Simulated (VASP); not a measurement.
A run of VASP 6.6.1:

The input INCAR:

```
PREC = Accurate ; ENCUT = 520
EDIFF = 1E-6 ; ISMEAR = -1
SIGMA = 0.05 ; LREAL = False
LASPH = True ; NELM = 60
ALGO = Normal ; ISIF = 2
LWAVE = False ; LCHARG = False
GGA = PE ; NBANDS = 21
```

File KPOINTS:

```
Automatic mesh
0
Gamma
  9 9 9
```

The input POSCAR:

```
Sn
1.0
   -2.6975284197      2.6975284197      1.4418765977
    2.6975284197     -2.6975284197      1.4418765977
    2.6975284197      2.6975284197     -1.4418765977
Sn
2
Direct
    0.0000000000      0.0000000000      0.0000000000
    0.7500000000      0.2500000000      0.5000000000
```

Potentials or basis: VASP PAW PBE potentials, release 64 (Sn_d).

Command:

```bash
$ cat potpaw_PBE.64/Sn_d/POTCAR > POTCAR
$ mpirun -np 1 vasp_std > vasp.out
```

Hardware: 1 thread of Intel(R) Xeon(R) Platinum 8259CL CPU @ 2.50GHz (Skylake/Cascade Lake), with other jobs on the host.

Question: How long does it take, and how much memory?

Answer: It took 80 s on 1 thread of Intel(R) Xeon(R) Platinum 8259CL CPU @ 2.50GHz (Skylake/Cascade Lake) (shared host), peak memory 0.19 GiB. Counts: scf iterations 11, k points 75.
